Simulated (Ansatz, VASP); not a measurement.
## Two plane-wave programs on Y4I

```
CELL_PARAMETERS angstrom
4.71510 -4.78173 0.00000
4.71510 4.78173 0.00000
0.00000 0.00000 3.84119
ATOMIC_POSITIONS crystal
Y 0.73910 0.26090 0.50000
Y 0.26090 0.73910 0.50000
Y 0.31682 0.31682 0.00000
Y 0.68318 0.68318 0.00000
I 0.00000 0.00000 0.00000
```

Change from the starting cell: species swapped into the OsCl4 type (Cmmm, No. 65).

Alike in both runs: functional PBE; k mesh 4 × 4 × 6; occupations gaussian, width 0.1 eV; no spin polarisation.

Ansatz relaxed the structure, and its values are those at the end. VASP's run is a single point on that final structure, the one shown.

|  | VASP | Ansatz |
| --- | --- | --- |
| version | VASP 6.6.1 | Ansatz 0.2.0 |
| potentials or method | VASP PAW PBE potentials, release 64 (Y_sv, I), cutoff 520 eV | scalar-relativistic, plane waves, PAW |
| valence electrons in the cell | 51 | 61 |

```tsv
	VASP	Ansatz	Ansatz less VASP
gap on the k mesh at the Fermi level (eV)	none	none	-
pressure (GPa)	0.1	0.1	+0.05
rms of the force components (eV/Å)	0.011	0.011	-0.0001
```

A gap of «none» marks a metal or a gap that the smearing closes. VASP's potentials hold 51 valence electrons a cell and Ansatz's 61, so a difference there can come from the potentials and not from the codes.

Spin-orbit coupling is off throughout.
